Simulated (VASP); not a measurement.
A run of VASP 6.6.1 is set up as follows.

The input INCAR:

```
ALGO     = Normal         # electronic algorithm
EDIFF    = 1E-6           # SCF threshold, eV
ENCUT    = 600            # plane-wave cutoff, eV
GGA      = PS             # functional
GGA_COMPAT= False        
ISIF     = 2              # what is computed and relaxed
ISMEAR   = -1             # smearing method
ISPIN    = 2              # spin polarisation
LASPH    = True           # aspherical terms in the spheres
LCHARG   = False          # write CHGCAR
LMAXMIX  = 4              # l up to which the mixer works
LORBIT   = 11             # projections on sites
LREAL    = False          # projectors in reciprocal space
LWAVE    = False          # write WAVECAR
MAGMOM   = 3 3 0 0 0 0    # initial moments
NBANDS   = 38             # bands
NELM     = 200            # most SCF steps
PREC     = Accurate       # precision mode
SIGMA    = 0.1            # smearing width, eV
```

KPOINTS

```
k-points
0
Gamma
  5 5 8
```

Contents of POSCAR:

```
MnO2
1.0
    4.4228262600      0.0000000000      0.0000000000
    0.0000000000      4.4228262600      0.0000000000
    0.0000000000      0.0000000000      2.9073522600
Mn O
2 4
Direct
    0.0000000000      0.0000000000      0.0000000000
    0.5000000000      0.5000000000      0.5000000000
    0.3040000000      0.3040000000      0.0000000000
    0.6960000000      0.6960000000      0.0000000000
    0.8040000000      0.1960000000      0.5000000000
    0.1960000000      0.8040000000      0.5000000000
```

Potentials or basis: VASP PAW PBE potentials, release 64 (Mn_pv, O).

Launch:

```sh
$ cat potpaw_PBE.64/Mn_pv/POTCAR potpaw_PBE.64/O/POTCAR > POTCAR
$ mpirun -np 1 vasp_std > vasp.out
```

Question: Predict the largest force.

Answer: 0.289 eV/Å.

Question: Estimate the pressure.

Answer: -8.3 GPa.

Stress tensor (GPa, compression positive):
```
 -6.36   0.00   0.00
  0.00  -6.36   0.00
  0.00   0.00 -12.13
```

Caveat: the stress differs along the axes, from -12 to -6 GPa; the PAW data sets were made with another functional, which shifts forces and pressure a little; the run started ferromagnetic, and an antiferromagnetic order may lie lower in energy.
